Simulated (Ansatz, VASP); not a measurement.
# HfC5 in VASP and in Ansatz

File INCAR:

```
SYSTEM = HfC5
ALGO     = Normal         ! electronic algorithm
EDIFF    = 1E-6           ! SCF threshold, eV
EDIFFG   = -0.01          ! ionic threshold
ENCUT    = 600            ! plane-wave cutoff, eV
GGA      = PE             ! functional
IBRION   = 2              ! ionic algorithm
ISIF     = 3              ! what is computed and relaxed
ISMEAR   = 0              ! smearing method
LASPH    = .TRUE.         ! aspherical terms in the spheres
LCHARG   = .FALSE.        ! write CHGCAR
LREAL    = .FALSE.        ! projectors in reciprocal space
LWAVE    = .FALSE.        ! write WAVECAR
NELM     = 60             ! most SCF steps
NSW      = 100            ! ionic steps
PREC     = Accurate       ! precision mode
SIGMA    = 0.1            ! smearing width, eV
```

Contents of KPOINTS:

```
k-points
0
G
  12 12 10
  0 0 0
```

The input POSCAR:

```
HfC5
1.0
    4.5994771572      0.0000000000      0.0000000000
   -2.2997385786      3.9832640622      0.0000000000
    0.0000000000      0.0000000000      3.1533204929
Hf C
1 5
Direct
    0.0000000000      0.0000000000      0.5000000000
    0.6328767818      0.0000000000      0.0000000000
    0.0000000000      0.6328767818      0.0000000000
    0.3671232182      0.3671232182      0.0000000000
    0.3333333333      0.6666666667      0.0000000000
    0.6666666667      0.3333333333      0.0000000000
```

Input for Ansatz:

```yaml
crystal:
  lattice:
    - [4.5994771572, 0.0, 0.0]
    - [-2.2997385786, 3.9832640622, 0.0]
    - [0.0, 0.0, 3.1533204929]
  atoms:
    - { symbol: Hf, position: [0.0, 0.0, 0.5] }
    - { symbol: C, position: [0.6328767818, 0.0, 0.0] }
    - { symbol: C, position: [0.0, 0.6328767818, 0.0] }
    - { symbol: C, position: [0.3671232182, 0.3671232182, 0.0] }
    - { symbol: C, position: [0.3333333333, 0.6666666667, 0.0] }
    - { symbol: C, position: [0.6666666667, 0.3333333333, 0.0] }
basis:
  ecutwfc: 420
kpoints:
  mp_grid: { grid: [12, 12, 10] }
hamiltonian:
  xc: pbe
scf:
  occupations: { method: gaussian, width: 0.1 }
output:
  forces: true
  stress: true
  eigenvalues: true
relax:
  adjacent_minimum: "off"
  f_tol: 0.01
  max_steps: 80
  cell: { stress_tol: 0.05 }
```

Alike in both runs: task relaxation of cell and atoms; functional PBE; k mesh 12 × 12 × 10; occupations gaussian, width 0.1 eV; no spin polarisation.

```csv
,VASP,Ansatz
version,VASP 6.6.1,Ansatz 0.2.0
potentials or method,"VASP PAW PBE potentials, release 64 (Hf_pv, C), cutoff 600 eV","scalar-relativistic, plane waves, PAW"
valence electrons in the cell,30,46
```

|  | VASP | Ansatz | Ansatz less VASP |
| --- | --- | --- | --- |
| gap on the k mesh at the Fermi level, each at its own relaxed structure (eV) | none | none | - |
| relaxed volume (Å³/atom) | 9.60 | 9.64 | +0.035 |
| relaxed cell length with the largest relative difference (Å) | 3.153 | 3.161 | +0.0073 |

A gap of «none» marks a metal or a gap that the smearing closes. VASP's potentials hold 30 valence electrons a cell and Ansatz's 46, so a difference there can come from the potentials and not from the codes.

Spin-orbit coupling is off throughout.
